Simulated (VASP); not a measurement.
Crystal: Mg3BeS.

```xyz
5
Lattice="3.6890 0.0000 0.0000 0.0000 3.6890 0.0000 0.0000 0.0000 6.3558" Properties=species:S:1:pos:R:3 pbc="T T T"
Mg    1.8445    0.0000    5.0465
Mg    0.0000    1.8445    5.0465
Mg    1.8445    1.8445    5.1444
Be    1.8445    1.8445    2.2176
S     1.8445    1.8445    0.4189
```

- Program: VASP 6.6.1
- Task: relaxation of cell and atoms
- Functional: PBE
- Potentials or basis: VASP PAW PBE potentials, release 64 (Mg, Be, S)
- Cutoff: 600 eV
- k mesh: 6 × 6 × 4
- Occupations: gaussian, width 0.1 eV
- Spin: no spin polarisation

At the start: pressure 75.3 GPa; volume 17.30 Å³/atom.

Q: Where does the relaxation end?

A: Over 45 steps the energy falls by 4291.1 meV/atom and the volume is 29.53 Å³/atom (+70.7 %); space group P4mm (No. 99, to 0.05 Å).

Step by step:
| step | energy change (eV) | largest force (eV/Å) | pressure (GPa) | volume (Å³) |
| --- | --- | --- | --- | --- |
| 1 | 0.0000 | 24.6681 | 75.27 | 86.49 |
| 3 | -13.1055 | 17.7107 | 21.13 | 139.33 |
| 5 | 10.8421 | 52.5084 | 4.67 | 391.46 |
| 7 | -15.1616 | 12.9177 | 3.10 | 202.17 |
| 9 | -16.6422 | 6.6194 | 6.02 | 172.38 |
| 11 | -18.1444 | 2.5292 | 1.22 | 203.40 |
| 13 | -18.5147 | 0.8811 | 0.28 | 222.75 |
| 15 | -18.6542 | 1.1183 | 0.07 | 227.30 |
| 17 | -18.8933 | 1.1379 | -1.21 | 245.43 |
| 19 | -19.3767 | 2.8992 | -1.00 | 233.12 |
| 21 | -19.5591 | 5.2048 | -0.36 | 223.54 |
| 23 | -19.6731 | 5.1062 | -0.44 | 221.22 |
| 25 | -20.0529 | 4.4409 | -0.57 | 210.97 |
| 27 | -20.1415 | 3.8990 | -0.43 | 204.57 |
| 29 | -20.5240 | 1.0368 | -2.00 | 204.58 |
| 31 | -20.5822 | 1.1484 | -2.93 | 204.50 |
| 33 | -20.6608 | 1.0296 | -2.71 | 201.23 |
| 35 | -21.2300 | 0.4803 | -2.03 | 172.95 |
| 37 | -21.4415 | 0.2258 | -0.50 | 152.13 |
| 39 | -21.4449 | 0.2498 | -0.12 | 148.81 |
| 41 | -21.4518 | 0.1894 | 0.37 | 146.51 |
| 43 | -21.4551 | 0.0547 | 0.04 | 147.48 |
| 45 | -21.4553 | 0.0151 | 0.00 | 147.65 |

Final structure:
```
CELL_PARAMETERS angstrom
4.17645 0.00000 0.00000
0.00000 4.17645 0.00000
0.00000 0.00000 8.46483
ATOMIC_POSITIONS crystal
Mg 0.50000 0.00000 0.89182
Mg 0.00000 0.50000 0.89182
Mg 0.50000 0.50000 0.61365
Be 0.50000 0.50000 0.32246
S 0.50000 0.50000 0.09249
```

Caveat: the volume moved by over 15 % at a fixed basis, so the end points are rough.
